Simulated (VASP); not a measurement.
A run of VASP 6.6.1 is set up as follows.

Contents of INCAR:

```
SYSTEM = BN
ALGO = Normal
EDIFF = 1E-6
ENCUT = 600
GGA = CA
GGA_COMPAT = .FALSE.
ISIF = 2
ISMEAR = 0
LASPH = .TRUE.
LCHARG = .TRUE.
LELF = .TRUE.
LREAL = .FALSE.
LVHAR = .TRUE.
LWAVE = .FALSE.
NBANDS = 11
NELM = 120
PREC = Accurate
SIGMA = 0.05
```

Contents of KPOINTS:

```
k-points
0
G
  12 12 12
  0 0 0
```

POSCAR

```
BN
1.0
    1.3512115259      0.7801223382      3.5078517794
   -1.3512115259      0.7801223382      3.5078517794
    0.0000000000     -1.5602446764      3.5078517794
B N
1 1
Direct
    0.9996712000      0.9996712000      0.9996712000
    0.3327618000      0.3327618000      0.3327618000
```

Potentials or basis: VASP PAW LDA potentials, release 64 (B, N).

Launch:

```sh
$ cat potpaw_LDA.64/B/POTCAR potpaw_LDA.64/N/POTCAR > POTCAR
$ mpirun -np 1 vasp_std > vasp.out
```

(1) Estimate the pressure.

(2) What does it give for the band gap on the k mesh?

Results:

(1) -40.7 GPa.

(2) 3.72 eV, indirect (least direct gap 3.99 eV).

Caveat: the cell differs from its parent crystal (strain +0.080 along x and y, +0.040 along z).
